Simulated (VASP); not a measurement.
A run of VASP 6.6.1:

File INCAR:

```
PREC = Accurate ; ENCUT = 520
EDIFF = 1E-6 ; ISMEAR = 0
SIGMA = 0.15 ; LREAL = F
LASPH = T ; NELM = 100
ALGO = Fast ; ISIF = 2
LWAVE = F ; LCHARG = F
GGA = PS ; NBANDS = 22
```

KPOINTS

```
Automatic mesh
0
Gamma
  21 21 12
```

POSCAR

```
Rh
1.0
    2.6490496710      0.0000000000      0.0000000000
   -1.3245248355      2.2941443109      0.0000000000
    0.0000000000      0.0000000000      4.4284890000
Rh
2
Direct
    0.6666666667      0.3333333333      0.7500000000
    0.3333333333      0.6666666667      0.2500000000
```

Potentials or basis: VASP PAW PBE potentials, release 64 (Rh_pv).

Command:

```console
$ cat potpaw_PBE.64/Rh_pv/POTCAR > POTCAR
$ mpirun -np 1 vasp_std > vasp.out
```

Hardware: 1 thread of Intel(R) Xeon(R) Platinum 8488C (Sapphire Rapids), with other jobs on the host.

Task: Estimate the wall time of this run.

Result: It took 94 s on 1 thread of Intel(R) Xeon(R) Platinum 8488C (Sapphire Rapids), with other jobs on the host, peak memory 0.26 GiB. Counts: scf iterations 13, k points 336.
